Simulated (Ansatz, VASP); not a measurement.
**One calculation of Na2S, two programs**

File INCAR:

```
PREC     = Accurate       # precision mode
ENCUT    = 500            # plane-wave cutoff, eV
EDIFF    = 1E-6           # SCF threshold, eV
ISMEAR   = 0              # smearing method
SIGMA    = 0.01           # smearing width, eV
LREAL    = False          # projectors in reciprocal space
LASPH    = True           # aspherical terms in the spheres
NELM     = 120            # most SCF steps
ALGO     = Normal         # electronic algorithm
ISIF     = 2              # what is computed and relaxed
LWAVE    = False          # write WAVECAR
LCHARG   = False          # write CHGCAR
GGA      = PS             # functional
NBANDS   = 17             # bands
GGA_COMPAT= False
```

The input KPOINTS:

```
regular mesh
0
Gamma
  6 6 6
```

Contents of POSCAR:

```
Na2S
1.0
    0.0000000000      3.2554286299      3.2554286299
    3.2554286299      0.0000000000      3.2554286299
    3.2554286299      3.2554286299      0.0000000000
Na S
2 1
Direct
    0.2500000000      0.2500000000      0.2500000000
    0.7500000000      0.7500000000      0.7500000000
    0.0000000000      0.0000000000      0.0000000000
```

Input for Ansatz:

```yaml
crystal:
  lattice:
    - [0.0, 3.2554286299, 3.2554286299]
    - [3.2554286299, 0.0, 3.2554286299]
    - [3.2554286299, 3.2554286299, 0.0]
  atoms:
    - { symbol: Na, position: [0.25, 0.25, 0.25] }
    - { symbol: Na, position: [0.75, 0.75, 0.75] }
    - { symbol: S, position: [0.0, 0.0, 0.0] }
kpoints:
  mp_grid: { grid: [6, 6, 6] }
hamiltonian:
  xc: pbesol
scf:
  occupations: { method: fixed }
  n_extra_bands: 4
output:
  forces: true
  stress: true
  eigenvalues: true
```

Alike in both runs: task single point; functional PBEsol; k mesh 6 × 6 × 6; no spin polarisation.

```csv
,VASP,Ansatz
version,VASP 6.6.1,Ansatz 0.2.0
potentials or method,"VASP PAW PBE potentials, release 64 (Na_pv, S)","plane waves, PAW"
plane-wave cutoff (eV),500,420
occupations,"gaussian, width 0.01 eV",fixed
valence electrons in the cell,20,24
```

|  | VASP | Ansatz | Ansatz less VASP |
| --- | --- | --- | --- |
| gap on the k mesh at the Fermi level (eV) | 2.41 | 2.41 | +0.004 |
| pressure (GPa) | -0.1 | -0.1 | -0.04 |

VASP's potentials were made for PBE, not for PBEsol. VASP's potentials hold 20 valence electrons a cell and Ansatz's 24, so a difference there can come from the potentials and not from the codes.
